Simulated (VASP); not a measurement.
**IrO2: single point with PBE**

The system is IrO2.

```
CELL_PARAMETERS angstrom
4.52883 0.00000 0.00000
0.00000 4.52883 0.00000
0.00000 0.00000 3.17986
ATOMIC_POSITIONS crystal
Ir 0.50000 0.50000 0.50000
Ir 0.00000 0.00000 0.00000
O 0.69158 0.69158 0.00000
O 0.80842 0.19158 0.50000
O 0.30842 0.30842 0.00000
O 0.19158 0.80842 0.50000
```

```
Program                : VASP 6.6.1
Task                   : single point
Functional             : PBE
Potentials or basis    : VASP PAW PBE potentials, release 64 (Ir, O)
Cutoff                 : 600 eV
k mesh                 : 8 × 8 × 12
Occupations            : gaussian, width 0.1 eV
Spin                   : no spin polarisation
Dipole correction      : no
Further INCAR settings : ALGO = Normal; EDIFF = 1e-06; NBANDS = 30
```

```json
{
 "Pressure": "2.1 GPa",
 "Largest force": "0.005 eV/Å",
 "Band gap on the k mesh": "zero (band 21 reaches 6.43 eV, above the bottom of band 22 at 5.14 eV)"
}
```

Forces on the atoms (eV/Å):
```
Ir   0.000  0.000  0.000
Ir   0.000  0.000  0.000
O    0.003  0.003  0.000
O   -0.003  0.003  0.000
O   -0.003 -0.003  0.000
O    0.003 -0.003  0.000
```

Stress tensor (GPa, compression positive):
```
1.80 0.00 0.00
0.00 1.80 0.00
0.00 0.00 2.61
```

Levels at points of the mesh, in eV from the Fermi level:
```tsv
k point	band 19	band 20	band 21	band 22	band 23	band 24
(0.00, 0.00, 0.00)	-2.32	-2.22	-2.16	0.67	1.20	4.06
(0.50, 0.00, 0.00)	-1.28	-1.28	-0.29	-0.29	3.50	3.50
(0.50, 0.50, 0.00)	-2.34	-2.34	0.20	0.20	2.39	2.39
(0.00, 0.00, 0.50)	-0.68	-0.68	0.25	0.25	2.21	2.21
(0.50, 0.00, 0.50)	-1.75	-1.75	0.51	0.51	1.05	1.05
(0.50, 0.50, 0.50)	-1.19	-1.19	-0.47	-0.47	2.16	2.16
```

It took 2 min on 1 thread of Intel(R) Xeon(R) Platinum 8488C (Sapphire Rapids) (shared host), peak memory 0.33 GiB.

Caveat: spin-orbit coupling is left out, which moves the levels of the heavy elements.
